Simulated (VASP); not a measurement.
A run of VASP 6.6.1:

Contents of INCAR:

```
PREC = Accurate ; ENCUT = 520
EDIFF = 1E-6 ; ISMEAR = 0
SIGMA = 0.1 ; LREAL = F
LASPH = T ; NELM = 60
ALGO = Normal ; ISIF = 2
LWAVE = F ; LCHARG = F
GGA = PE ; NBANDS = 29
```

Contents of KPOINTS:

```
regular mesh
0
Gamma
  4 4 4
```

Contents of POSCAR:

```
CaMgF4
1.0
    0.0000000000      3.4034829400      3.4034829400
    3.4034829400      0.0000000000      3.4034829400
    3.4034829400      3.4034829400      0.0000000000
Ca Mg F
1 1 4
Direct
    0.0000000000      0.0000000000      0.0000000000
    0.7500000000      0.7500000000      0.7500000000
    0.3759208700      0.3759208700      0.8722373800
    0.8722373800      0.3759208700      0.3759208700
    0.3759208700      0.3759208700      0.3759208700
    0.3759208700      0.8722373800      0.3759208700
```

Potentials or basis: VASP PAW PBE potentials, release 64 (Ca_sv, Mg, F).

Command:

```bash
$ cat potpaw_PBE.64/Ca_sv/POTCAR potpaw_PBE.64/Mg/POTCAR potpaw_PBE.64/F/POTCAR > POTCAR
$ mpirun -np 1 vasp_std > vasp.out
```

Hardware: 1 thread of AMD EPYC 7R13 (shared host).

Estimate the wall time of this run.

Run time: 46 s on 1 thread of AMD EPYC 7R13, on a shared host, peak memory 0.18 GiB. Counts: scf iterations 13, k points 8.
